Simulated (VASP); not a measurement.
BiTe, 2 atoms in the cell. It takes space group Immm (No. 71, orthorhombic). Conventional cell: a = 4.558 Å, b = 4.592 Å, c = 6.470 Å, α = 90.00°, β = 90.00°, γ = 90.00°. Within 4.3 Å of Bi (site symmetry mmm) lie 6 Te at 3.23 to 3.24 Å. Within 4.3 Å of Te (site symmetry mmm) lie 6 Bi at 3.23 to 3.24 Å.  This cell differs from its parent crystal: strain +0.0075 x Voigt [0, 0, 0, 1, 0, 0].

```yaml
Program: VASP 6.6.1
Task: single point
Functional: PBE
Potentials_or_basis: VASP PAW PBE potentials, release 64 (Bi_d, Te)
Cutoff: 520 eV
k_mesh: 14 × 14 × 14
Occupations: gaussian, width 0.15 eV
Spin: no spin polarisation
Dipole_correction: no
Further_INCAR_settings: ALGO = Normal; EDIFF = 1e-06; NBANDS = 18
```

Potentials or basis: VASP PAW PBE potentials, release 64 (Bi_d, Te).

Command:

```sh
$ cat potpaw_PBE.64/Bi_d/POTCAR potpaw_PBE.64/Te/POTCAR > POTCAR
$ mpirun -np 1 vasp_std > vasp.out
```

Hardware: 1 thread of Intel(R) Xeon(R) 6975P-C (Granite Rapids), with other jobs on the host.

Q: How long does it take, and how much memory?

A: Run time: 4.2 min on 1 thread of Intel(R) Xeon(R) 6975P-C (Granite Rapids), on a shared host, peak memory 0.61 GiB. Counts: scf iterations 11, k points 428.
